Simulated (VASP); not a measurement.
Write the native input for VASP 6.6.1 that does the following.

| Item | Value |
| --- | --- |
| Task | relaxation of cell and atoms |
| Functional | r2SCAN |
| Potentials or basis | VASP PAW PBE potentials, release 64 (B, P) |
| Cutoff | 600 eV |
| k mesh | 12 × 12 × 4 |
| Occupations | gaussian, width 0.02 eV |
| Spin | no spin polarisation |
| Dipole correction | no |
| Further INCAR settings | ALGO = Normal; EDIFF = 1e-06; IBRION = 2; EDIFFG = -0.01; NSW = 80; ISIF = 3 |

Crystal: BP.

```
B P
1.0
     3.20329    0.00000    0.00000
    -1.60165    2.77413    0.00000
     0.00000    0.00000    8.35666
B P
2 2
Direct
  0.33333 0.66667 0.25000
  0.66667 0.33333 0.75000
  0.33333 0.66667 0.75000
  0.66667 0.33333 0.25000
```

The input as run:

POSCAR

```
BP
1.0
    3.2032918141      0.0000000000      0.0000000000
   -1.6016459071      2.7741320867      0.0000000000
    0.0000000000      0.0000000000      8.3566554388
B P
2 2
Direct
    0.3333333333      0.6666666667      0.2500000000
    0.6666666667      0.3333333333      0.7500000000
    0.3333333333      0.6666666667      0.7500000000
    0.6666666667      0.3333333333      0.2500000000
```

INCAR.step1

```
PREC = Accurate ; ENCUT = 600
ISMEAR = 0 ; SIGMA = 0.02
LREAL = False ; LASPH = True
NELM = 80 ; GGA = PE
ALGO = Normal ; EDIFF = 1E-4
LWAVE = True ; LCHARG = False
```

INCAR.step2

```
PREC = Accurate ; ENCUT = 600
EDIFF = 1E-6 ; ISMEAR = 0
SIGMA = 0.02 ; LREAL = False
LASPH = True ; NELM = 80
ALGO = Normal ; ISIF = 3
LWAVE = False ; LCHARG = False
METAGGA = R2SCAN ; LMIXTAU = True
IBRION = 2 ; NSW = 80
EDIFFG = -0.01 ; ISTART = 1
```

KPOINTS

```
Automatic mesh
0
Gamma
  12 12 4
```

Potentials or basis: VASP PAW PBE potentials, release 64 (B, P).

The run is started by

```sh
$ cat potpaw_PBE.64/B/POTCAR potpaw_PBE.64/P/POTCAR > POTCAR
$ cp INCAR.step1 INCAR
$ mpirun -np 1 vasp_std > vasp.out
$ cp INCAR.step2 INCAR
$ mpirun -np 1 vasp_std > vasp.out
```

Results of the run:

The relaxed volume is 18.54 Å³/atom, the relaxed cell is a = 3.201 Å, b = 3.201 Å, c = 8.358 Å, α = 90.00°, β = 90.00°, γ = 120.00° and the space group after relaxing (to 0.1 Å) is P6_3/mmc (No. 194). The energy gained by relaxing is 0.0 meV/atom and the ionic steps are 4. The pressure after relaxing is 0.0 GPa and the band gap on the k mesh is 1.07 eV.

Caveat: the PAW data sets were made with another functional, which shifts forces and pressure a little.

It took 4.3 min on 1 thread of Intel(R) Xeon(R) 6975P-C (Granite Rapids) (shared host), peak memory 0.27 GiB.
